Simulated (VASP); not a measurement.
# Ta3NbAl16 (P1) in VASP: relaxation of cell and atoms with PBE

Aim: the relaxation of cell and atoms of Ta3NbAl16 with PBE.

All numbers are computed with VASP 6.6.1; they aren't measurements. Logs are shortened: lines on timing, memory, paths and dates and some standing lists are left out, and cuts for length are marked.

## (1) The cell of the first run

The typed cell holds 20 atoms: a = 7.040 Å, b = 7.040 Å, c = 7.040 Å, α = 80.92°, β = 80.92°, γ = 80.92°.

## (2) Relaxation of cell and atoms, PBE

INCAR

```
SYSTEM = Ta3NbAl16
PREC = Accurate
ENCUT = 600
EDIFF = 1E-7
ISMEAR = 0
SIGMA = 0.1
LREAL = Auto
LASPH = .True.
NELM = 100
ALGO = Normal
ISIF = 3
LWAVE = .False.
LCHARG = .False.
GGA = PE
IBRION = 2
NSW = 70
EDIFFG = -0.04
ISYM = 0
```

KPOINTS

```
Automatic mesh
0
Gamma
  2 2 2
  0.5 0.5 0.5
```

POSCAR

```
Ta3NbAl16
1.0
   -4.8450830400      4.8450830400     -1.6150276800
   -4.8450830400     -1.6150276800      4.8450830400
    1.6150276800      4.8450830400      4.8450830400
Al Nb Ta
16 1 3
Direct
    0.9997067610      0.0011930796      0.9993519469
    0.4970166453      0.5020300880      0.0052177308
    0.1003853874      0.5981747475      0.1026334516
    0.2010236435      0.2018349468      0.1936664716
    0.2973508518      0.8025896793      0.3012991264
    0.3971981629      0.3954443782      0.3980561911
    0.5033038858      0.9959399802      0.4976048242
    0.1004794248      0.0940393028      0.6025877374
    0.9033496025      0.9007144422      0.4020821865
    0.5944167228      0.6002189253      0.6007852348
    0.7038874149      0.2011124986      0.6978995156
    0.2026567420      0.6976045422      0.7008601624
    0.2948199254      0.2992566210      0.8026139800
    0.8019601726      0.7994678807      0.7956921930
    0.9011360653      0.4026621832      0.8971988554
    0.4034198915      0.8984573628      0.9023074743
    0.7984430272      0.3053397764      0.3003941618
    0.5969822007      0.0959424230      0.0985749391
    0.7070136343      0.6987579443      0.1974829725
    0.9982591438      0.5031236796      0.5009677145
```

Potentials or basis: VASP PAW PBE potentials, release 64 (Al, Nb_sv, Ta_pv).

On the command line:

```
$ cat potpaw_PBE.64/Al/POTCAR potpaw_PBE.64/Nb_sv/POTCAR potpaw_PBE.64/Ta_pv/POTCAR > POTCAR
$ mpirun -np 1 vasp_std > vasp.out
```

OUTCAR:

```text
SYSTEM = Ta3NbAl16
   PREC = Accurate
   ENCUT = 600
   EDIFF = 1E-7
   ISMEAR = 0
   LREAL = Auto
   LASPH = .True.
   NELM = 100
   ISIF = 3
   GGA = PE
   IBRION = 2
   NSW = 70
   EDIFFG = -0.04
   ISYM = 0

 ion  position               nearest neighbor table
   1  1.000  0.001  0.999-   8 2.77   4 2.78  15 2.81  18 2.81  14 2.81   9 2.81   3 2.82  16 2.82
                            13 3.19  19 3.20  11 3.22   5 3.23  12 3.25
   2  0.497  0.502  0.005-   6 2.76   3 2.77  16 2.77  19 2.79  10 2.82  18 2.83  15 2.83  13 2.83
                             4 3.19   5 3.21  12 3.22  14 3.26  11 3.28
   3  0.100  0.598  0.103-  19 2.75   4 2.77   2 2.77  20 2.78   5 2.80  15 2.80  12 2.81   1 2.82
                             6 3.20  17 3.20  13 3.22   9 3.24  16 3.25  14 3.26
   4  0.201  0.202  0.194-  13 2.73   3 2.77   6 2.77  18 2.77   1 2.78   5 2.80  17 2.82   8 2.86
                             2 3.19  16 3.21  15 3.21   9 3.24   7 3.27  20 3.28
   5  0.297  0.803  0.301-   9 2.76   7 2.78  16 2.79  12 2.79   4 2.80   3 2.80   6 2.84  19 2.87
                             8 3.19  18 3.20   2 3.21  10 3.22  20 3.22   1 3.23
   6  0.397  0.395  0.398-   2 2.76   4 2.77  17 2.80   7 2.80  20 2.80  10 2.82  13 2.83   5 2.84
                             3 3.20  18 3.22   8 3.23  12 3.25  11 3.25  19 3.29
   7  0.503  0.996  0.498-  10 2.76   5 2.78  18 2.79   9 2.79   6 2.80   8 2.82  11 2.83  16 2.83
                            14 3.21  19 3.22  12 3.23   4 3.27  13 3.28
   8  0.100  0.094  0.603-   9 2.76   1 2.77  12 2.77  11 2.78  13 2.80   7 2.82  20 2.86   4 2.86
                            14 3.19   5 3.19   6 3.23  16 3.24  15 3.25
   9  0.903  0.901  0.402-   8 2.76   5 2.76  14 2.76  20 2.78   7 2.79  19 2.81   1 2.81  17 2.83
[... 9 lines left out ...]
  14  0.802  0.799  0.796-   9 2.76  15 2.78  16 2.79  12 2.80  11 2.80  19 2.81  10 2.81   1 2.81
                            20 3.18   8 3.19   7 3.21  18 3.24   2 3.26   3 3.26
  15  0.901  0.403  0.897-  13 2.75  20 2.77  14 2.78  11 2.79   3 2.80   1 2.81  17 2.82   2 2.83
                            19 3.20  12 3.21   4 3.21  10 3.24   8 3.25  18 3.29
  16  0.403  0.898  0.902-  18 2.74   2 2.77   5 2.79  14 2.79  13 2.81  12 2.81   1 2.82   7 2.83
                             4 3.21  10 3.21  19 3.22   8 3.24   3 3.25  11 3.25
  17  0.798  0.305  0.300-  19 2.75  11 2.78  20 2.79   6 2.80  15 2.82   4 2.82   9 2.83  18 2.86
                             3 3.20
  18  0.597  0.096  0.099-  16 2.74   4 2.77   7 2.79  19 2.79   1 2.81  11 2.81   2 2.83  17 2.86
                             5 3.20   6 3.22  13 3.23  14 3.24   9 3.27  15 3.29
  19  0.707  0.699  0.197-  17 2.75   3 2.75  18 2.79   2 2.79  14 2.81   9 2.81  10 2.83   5 2.87
                            20 3.20  15 3.20   1 3.20   7 3.22  16 3.22   6 3.29
  20  0.998  0.503  0.501-  15 2.77   9 2.78   3 2.78  17 2.79  12 2.79   6 2.80  10 2.82   8 2.86
                            14 3.18  19 3.20  11 3.21   5 3.22  13 3.23   4 3.28

IMPORTANT INFORMATION: All symmetrisations will be switched off!
NOSYMM: (Re-)initialisation of all symmetry stuff for point group C_1.

----------------------------------------------------------------------------------------

                                     Primitive cell

  volume of cell :     337.0000

  direct lattice vectors                    reciprocal lattice vectors
    -4.845083040  4.845083040 -1.615027680    -0.092877665  0.092877665 -0.061918443
    -4.845083040 -1.615027680  4.845083040    -0.092877665 -0.061918443  0.092877665
     1.615027680  4.845083040  4.845083040     0.061918443  0.092877665  0.092877665

  length of vectors
     7.039742448  7.039742448  7.039742448     0.145211621  0.145211621  0.145211621

  position of ions in fractional coordinates (direct lattice)
     0.999706761  0.001193080  0.999351947
     0.497016645  0.502030088  0.005217731
     0.100385387  0.598174748  0.102633452
     0.201023644  0.201834947  0.193666472
     0.297350852  0.802589679  0.301299126
     0.397198163  0.395444378  0.398056191
[... 12 lines left out ...]
     0.707013634  0.698757944  0.197482972
     0.998259144  0.503123680  0.500967714

  ion indices of the primitive-cell ions
   primitive index   ion index
                 1           1
                 2           2
                 3           3
                 4           4
                 5           5
                 6           6
[... 12 lines left out ...]
                19          19
                20          20

----------------------------------------------------------------------------------------

 KPOINTS: Automatic mesh

Automatic generation of k-mesh.
 Grid dimensions read from file:
 generate k-points for:    2    2    2

 Generating k-lattice:

  Cartesian coordinates                     Fractional coordinates (reciprocal lattice)
    -0.046438833  0.046438833 -0.030959222     0.500000000  0.000000000  0.000000000
    -0.046438833 -0.030959222  0.046438833     0.000000000  0.500000000  0.000000000
     0.030959222  0.046438833  0.046438833     0.000000000  0.000000000  0.500000000

  Length of vectors
     0.072605811  0.072605811  0.072605811

  Shift w.r.t. Gamma in fractional coordinates (k-lattice)
     0.500000000  0.500000000  0.500000000

 Subroutine IBZKPT returns following result:
 ===========================================

 Found      4 irreducible k-points:

 Following reciprocal coordinates:
            Coordinates               Weight
  0.250000  0.250000  0.250000      2.000000
 -0.250000  0.250000  0.250000      2.000000
  0.250000 -0.250000  0.250000      2.000000
  0.250000  0.250000 -0.250000      2.000000
   k-points           NKPTS =      4   k-points in BZ     NKDIM =      4   number of bands    NBANDS=     58
   number of dos      NEDOS =    301   number of ions     NIONS =     20
   total plane-waves  NPLWV = 175616
   dimension x,y,z NGX =    56 NGY =   56 NGZ =   56
   dimension x,y,z NGXF=   112 NGYF=  112 NGZF=  112
   ions per type =              16   1   3
   NGX,Y,Z   is equivalent  to a cutoff of  13.22, 13.22, 13.22 a.u.
   NGXF,Y,Z  is equivalent  to a cutoff of  26.45, 26.45, 26.45 a.u.
 SYSTEM =  Ta3NbAl16
   PREC   = accura    normal or accurate (medium, high low for compatibility)
   ISTART =      0    job   : 0-new  1-cont  2-samecut
   ICHARG =      2    charge: 1-file 2-atom 10-const
   ISPIN  =      1    spin polarized calculation?
   LNONCOLLINEAR =      F non collinear calculations
   LSORBIT =      F    spin-orbit coupling
   LASPH  =      T    aspherical Exc in radial PAW
   ENCUT  =  600.0 eV  44.10 Ry    6.64 a.u.  14.06 14.06 14.06*2*pi/ulx,y,z
   NELM   =    100;   NELMIN=  2; NELMDL= -5     # of ELM steps
   EDIFF  = 0.1E-06   stopping-criterion for ELM
   LREAL  =      T    real-space projection
   EDIFFG = -.4E-01   stopping-criterion for IOM
   NSW    =     70    number of steps for IOM
   IBRION =      2    ionic relax: 0-MD 1-quasi-New 2-CG
   NFREE  =      1    steps in history (QN), initial steepest desc. (CG)
   ISIF   =      3    stress and relaxation
   ISYM   =      0    0-nonsym 1-usesym 2-fastsym
   POTIM  = 0.5000    time-step for ionic-motion
   TEBEG  =    0.0;   TEEND  =   0.0 temperature during run
   PSTRESS=    0.0 pullay stress
   NELECT =      94.0000    total number of electrons
   NUPDOWN=      -1.0000    fix difference up-down
   EMIN   =  10.00;   EMAX   =-10.00  energy-range for DOS
   EFERMI =   0.00;   METHOD = LEGACY
   ISMEAR =     0;   SIGMA  =   0.10  broadening in eV -4-tet -1-fermi 0-gaus
   EFERMI_NEDOS =   21; number of points for ismear=-14 and -15
   IALGO  =     38    algorithm
   IMIX   =      4    mixing-type and parameters
     AMIX     =   0.40;   BMIX     =  1.00
     AMIX_MAG =   1.60;   BMIX_MAG =  1.00
  volume/ion in A,a.u.               =      16.85       113.71
  Fermi-wavevector in a.u.,A,eV,Ry     =   1.069648  2.021341 15.567058  1.144146
  Thomas-Fermi vector in A             =   2.205334
   LORBIT       =      0    0 simple, 1 ext, 2 COOP (PROOUT), +10 PAW based schemes
   GGA     = PE    functional components
   LHFCALC =     F    Hartree Fock is set to
   AEXX    =    0.0000 exact exchange contribution
   IVDW    =     0    specifies the selected vdW correction
   LEPSILON=     F    determine dielectric tensor
   LRPA    =     F    only Hartree local field effects (RPA)
 conjugate gradient relaxation of ions
 non-spin polarized calculation
 Gauss-broadening in eV      SIGMA  =   0.10
  energy-cutoff  :      600.00
  volume of cell :      337.00
 maximum number of plane-waves:     11251
   NGX = 29   NGY = 29   NGZ = 29

--------------------------------------- Ionic step        1  -------------------------------------------

 number of electron      94.0000001 magnetization

 Free energy of the ion-electron system (eV)
  ---------------------------------------------------
  ext. energy  EPLUGINS =         0.00000000
  ---------------------------------------------------
  free energy    TOTEN  =      -106.21523987 eV

  energy without entropy =     -106.17001319  energy(sigma->0) =     -106.19262653

------------------------ aborting loop because EDIFF is reached ----------------------------------------

  FORCE on cell =-STRESS in cart. coord.  units (eV):
  Direction    XX          YY          ZZ          XY          YZ          ZX
  --------------------------------------------------------------------------------------
  -------------------------------------------------------------------------------------
  Total       -3.6636758     -5.1767344     -3.5976157     -1.9446242      2.5270345     -5.8528391
  in kB      -17.4179775    -24.6114143    -17.1039120     -9.2452015     12.0141171    -27.8257752
  external PRESSURE =     -19.7111013 kB  Pullay stress =       0.0000000 kB
[... 143 lines left out ...]
  FREE ENERGIE OF THE ION-ELECTRON SYSTEM (eV)
  ---------------------------------------------------
  free  energy   TOTEN  =      -106.5624298617 eV

  energy  without entropy=     -106.5288631098  energy(sigma->0) =     -106.54564649

[... ionic steps 4 to 47 ...]

--------------------------------------- Ionic step       48  -------------------------------------------

 number of electron      94.0000001 magnetization

------------------------ aborting loop because EDIFF is reached ----------------------------------------
[... 103 lines left out ...]
--------------------------------------- Ionic step       50  -------------------------------------------

 number of electron      94.0000001 magnetization

 Free energy of the ion-electron system (eV)
  ---------------------------------------------------
  ext. energy  EPLUGINS =         0.00000000
  ---------------------------------------------------
  free energy    TOTEN  =      -108.40186941 eV

  energy without entropy =     -108.38907675  energy(sigma->0) =     -108.39547308

 E-fermi :   7.9336     XC(G=0): -10.7599

 val. band max:        7.8106285105   @ k =  -0.2500   0.2500   0.2500
 cond. band min:       8.0579481328   @ k =   0.2500   0.2500  -0.2500
 fundamental gap:      0.2473196223
 Fermi energy:         7.9335529005

 k-point     1 :       0.2500    0.2500    0.2500
  band No.  band energies     occupation
      1     -46.6763      2.00000
      2     -26.4622      2.00000
      3     -26.3965      2.00000
      4     -26.3866      2.00000
      5     -26.3160      2.00000
      6     -26.3079      2.00000
[... 280 lines left out ...]
  FREE ENERGIE OF THE ION-ELECTRON SYSTEM (eV)
  ---------------------------------------------------
  free  energy   TOTEN  =      -108.4018694097 eV

  energy  without entropy=     -108.3890767550  energy(sigma->0) =     -108.39547308

 reached required accuracy - stopping structural energy minimisation
```

Run time: 57 min. Hardware: 1 thread of AMD EPYC 9R45 (Zen 5), shared host; peak memory 0.47 GiB.

What came out:

```
Free energy                           : -108.4019 eV
Relaxed volume                        : 16.57 Å³/atom
Relaxed cell                          : a = 6.850 Å, b = 7.607 Å, c = 6.853 Å, α = 74.46°, β = 84.92°, γ = 74.51°
Space group after relaxing (to 0.1 Å) : Cm (No. 8)
Energy gained by relaxing             : 109.3 meV/atom
Ionic steps                           : 50
Pressure after relaxing               : -0.2 GPa
Largest force after relaxing          : 0.039 eV/Å
```

Forces on the atoms (eV/Å):
```
Al  -0.004 -0.019 -0.033
Al  -0.005  0.024  0.002
Al  -0.001  0.019  0.008
Al  -0.002  0.001 -0.007
Al   0.001 -0.006 -0.007
Al  -0.006  0.007 -0.001
Al  -0.012 -0.002  0.028
Al   0.006 -0.004 -0.001
Al   0.011 -0.003  0.008
Al   0.020  0.003 -0.010
Al  -0.030 -0.001  0.001
Al   0.016 -0.015 -0.001
Al   0.005 -0.003 -0.016
Al   0.007 -0.016  0.023
Al   0.011  0.004  0.002
Al   0.007  0.012 -0.015
Nb  -0.010 -0.013  0.001
Ta  -0.008 -0.007  0.006
Ta  -0.005  0.022  0.008
Ta  -0.005 -0.004  0.006
```

Step by step:
```csv
step,energy change (eV),largest force (eV/Å),pressure (GPa),volume (Å³)
1,0.0000,1.4016,-1.97,337.00
3,-0.3472,0.4671,1.63,325.78
5,-0.4839,0.3796,-0.97,333.67
7,-0.6601,0.4420,0.25,330.03
9,-0.7245,0.1923,-0.09,331.17
11,-0.7504,0.1784,0.23,330.37
13,-0.7652,0.1731,-0.59,332.82
15,-0.7822,0.1656,0.37,330.09
17,-0.8116,0.1947,0.11,331.45
19,-0.8320,0.2815,-0.09,332.55
21,-0.8976,0.3696,0.11,333.26
23,-0.9504,0.3408,1.05,331.67
25,-0.9540,0.6973,-0.48,338.61
27,-1.0427,0.4121,-0.12,336.07
29,-1.2292,0.5589,-2.91,343.99
31,-1.3439,0.6043,-2.26,341.38
33,-1.5343,1.1257,1.37,329.54
35,-1.6537,0.7620,0.38,331.99
37,-1.8395,0.7704,1.29,328.12
39,-1.9839,0.3926,-1.63,335.98
41,-2.0921,0.2788,0.59,329.15
43,-2.1519,0.1752,-0.42,332.09
45,-2.1681,0.1321,0.52,329.39
47,-2.1785,0.1007,-0.17,331.40
49,-2.1850,0.0552,0.15,330.58
50,-2.1866,0.0385,-0.17,331.50
```

Final structure:
```cif
data_structure
_symmetry_space_group_name_H-M 'P 1'
_symmetry_Int_Tables_number 1
_cell_length_a 6.8502
_cell_length_b 7.6066
_cell_length_c 6.8531
_cell_angle_alpha 74.462
_cell_angle_beta 84.918
_cell_angle_gamma 74.513
_cell_volume 331.50
loop_
_atom_site_label
_atom_site_type_symbol
_atom_site_fract_x
_atom_site_fract_y
_atom_site_fract_z
_atom_site_occupancy
Al1 Al 0.98418 0.95021 0.98746 1
Al2 Al 0.50504 0.55799 0.00474 1
Al3 Al 0.09007 0.55252 0.10478 1
Al4 Al 0.19086 0.14765 0.19925 1
Al5 Al 0.28969 0.74878 0.29410 1
Al6 Al 0.39808 0.34929 0.39254 1
Al7 Al 0.48696 0.94903 0.48352 1
Al8 Al 0.11130 0.15057 0.61128 1
Al9 Al 0.89727 0.94644 0.39682 1
Al10 Al 0.60598 0.55234 0.58988 1
Al11 Al 0.69860 0.14646 0.69108 1
Al12 Al 0.21157 0.74105 0.71046 1
Al13 Al 0.30752 0.34971 0.80754 1
Al14 Al 0.79512 0.74849 0.78907 1
Al15 Al 0.89264 0.34959 0.89778 1
Al16 Al 0.40685 0.95605 0.90727 1
Nb1 Nb 0.81445 0.34286 0.31457 1
Ta1 Ta 0.59744 0.15704 0.09737 1
Ta2 Ta 0.69523 0.75311 0.19439 1
Ta3 Ta 0.02397 0.54472 0.52336 1
```

Caveat: the k points lie up to 0.48 Å⁻¹ apart in the final cell; spin-orbit coupling is left out, which moves the levels of the heavy elements.
